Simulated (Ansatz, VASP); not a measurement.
**One calculation of C, two programs**

INCAR

```
SYSTEM = C
PREC     = Accurate       ! precision mode
ENCUT    = 520            ! plane-wave cutoff, eV
EDIFF    = 1E-6           ! SCF threshold, eV
ISMEAR   = 0              ! smearing method
SIGMA    = 0.05           ! smearing width, eV
LREAL    = .False.        ! projectors in reciprocal space
LASPH    = .True.         ! aspherical terms in the spheres
NELM     = 60             ! most SCF steps
ALGO     = Normal         ! electronic algorithm
ISIF     = 2              ! what is computed and relaxed
LWAVE    = .False.        ! write WAVECAR
LCHARG   = .False.        ! write CHGCAR
GGA      = CA             ! functional
NBANDS   = 21             ! bands
```

The input KPOINTS:

```
regular mesh
0
Gamma
  12 12 3
  0 0 0
```

Contents of POSCAR:

```
C
1.0
    0.0000000000      2.4448680940      0.0000000000
   -2.1172982845      1.2224340470      0.0115975242
    0.0678054360      0.0000000000     11.4886882279
C
6
Direct
    0.5000248142     -0.0000496283      0.1449644085
    0.8334583694      0.3330832612      0.7245904441
    0.1667415918      0.6665168165      0.4347774263
    0.5000754128      0.9998491745      0.4346906083
    0.8333586351      0.3332827297      0.1448775905
    0.1667921904      0.6664156192      0.7245036261
```

Input for Ansatz:

```yaml
crystal:
  lattice:
    - [0.0, 2.444868094, 0.0]
    - [-2.1172982845, 1.222434047, 0.0115975242]
    - [0.067805436, 0.0, 11.4886882279]
  atoms:
    - { symbol: C, position: [0.5000248142, -4.96283e-05, 0.1449644085] }
    - { symbol: C, position: [0.8334583694, 0.3330832612, 0.7245904441] }
    - { symbol: C, position: [0.1667415918, 0.6665168165, 0.4347774263] }
    - { symbol: C, position: [0.5000754128, 0.9998491745, 0.4346906083] }
    - { symbol: C, position: [0.8333586351, 0.3332827297, 0.1448775905] }
    - { symbol: C, position: [0.1667921904, 0.6664156192, 0.7245036261] }
basis:
  ecutwfc: 420
kpoints:
  mp_grid: { grid: [12, 12, 3] }
hamiltonian:
  xc: lda
scf:
  occupations: { method: gaussian, width: 0.05 }
output:
  forces: true
  stress: true
  eigenvalues: true
```

Alike in both runs: task single point; functional LDA; k mesh 12 × 12 × 3; occupations gaussian, width 0.05 eV; no spin polarisation.

|  | VASP | Ansatz |
| --- | --- | --- |
| version | VASP 6.6.1 | Ansatz 0.2.0 |
| potentials or method | VASP PAW LDA potentials, release 64 (C), cutoff 520 eV | scalar-relativistic, plane waves, PAW |
| valence electrons in the cell | 24 | 24 |

```tsv
	VASP	Ansatz	Ansatz less VASP
gap on the k mesh at the Fermi level (eV)	0.03	0.03	+0.001
least direct gap on the mesh (eV)	0.03	0.03	+0.001
pressure (GPa)	0.7	0.0	-0.71
traceless stress, the component that is largest in VASP (GPa)	-1.06	-0.26	+0.808
rms of the force components (eV/Å)	0.005	0.004	-0.0001
```

LDA's correlation is that of Perdew and Zunger in VASP and of Perdew and Wang (1992) in Ansatz. Atom by atom the forces differ by 0.000 eV/Å (rms over components).
